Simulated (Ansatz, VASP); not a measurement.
**Two plane-wave programs on ZnGeO3**

```
CELL_PARAMETERS angstrom
2.51463 1.45182 4.36338
-2.51463 1.45182 4.36338
0.00000 -2.90364 4.36338
ATOMIC_POSITIONS crystal
Zn 0.74769 0.74769 0.74769
Zn 0.24769 0.24769 0.24769
Ge 0.50038 0.50038 0.50038
Ge 0.00038 0.00038 0.00038
O 0.87014 0.25283 0.63155
O 0.63155 0.87014 0.25283
O 0.25283 0.63155 0.87014
O 0.37014 0.13155 0.75283
O 0.75283 0.37014 0.13155
O 0.13155 0.75283 0.37014
```

Change from the starting cell: polar distortion scaled by 0.10.

Alike in both runs: task single point; functional LDA; k mesh 9 × 9 × 9; no spin polarisation.

|  | VASP | Ansatz |
| --- | --- | --- |
| version | VASP 6.6.1 | Ansatz 0.2.0 |
| potentials or method | VASP PAW LDA potentials, release 64 (Zn, Ge_d, O), cutoff 600 eV | scalar-relativistic, plane waves, PAW |
| occupations | gaussian, width 0.01 eV | fixed |
| valence electrons in the cell | 88 | 88 |

Ansatz gave:

```
gap on the k mesh at the Fermi level (eV)                     : 1.70
least direct gap on the mesh (eV)                             : 1.70
pressure (GPa)                                                : -7.4
traceless stress, the component that is largest in VASP (GPa) : -1.28
rms of the force components (eV/Å)                            : 0.025
```

Q: Which values does VASP return?

A: gap on the k mesh at the Fermi level (eV): 1.72; least direct gap on the mesh (eV): 1.72; pressure (GPa): -6.2; traceless stress, the component that is largest in VASP (GPa): -1.78; rms of the force components (eV/Å): 0.020.

Ansatz warns that its potentials were made for another functional, while VASP's fit it. LDA's correlation is that of Perdew and Zunger in VASP and of Perdew and Wang (1992) in Ansatz. Atom by atom the forces differ by 0.016 eV/Å (rms over components).
